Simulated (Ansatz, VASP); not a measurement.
## TlGe in VASP and in Ansatz

```
Tl Ge
1.0
     3.77232    0.00000    0.00000
     0.00000    3.77232    0.00000
     0.00000    0.00000    8.02162
Tl Ge
2 2
Direct
  0.00000 0.50000 0.32703
  0.50000 0.00000 0.67297
  0.00000 0.00000 0.00000
  0.50000 0.50000 0.00000
```

Alike in both runs: functional PBE; k mesh 12 × 12 × 6; occupations gaussian, width 0.1 eV; no spin polarisation.

Ansatz relaxed the structure, and its values are those at the end. VASP's run is a single point on that final structure, the one shown.

```csv
,VASP,Ansatz
version,VASP 6.6.1,Ansatz 0.2.0
potentials or method,"VASP PAW PBE potentials, release 64 (Tl_d, Ge_d), cutoff 520 eV","scalar-relativistic, plane waves, PAW"
valence electrons in the cell,54,54
```

```tsv
	VASP	Ansatz	Ansatz less VASP
gap on the k mesh at the Fermi level (eV)	none	none	-
pressure (GPa)	0.0	0.0	+0.03
```

A gap of «none» marks a metal or a gap that the smearing closes.

Neither program's run includes spin-orbit coupling.
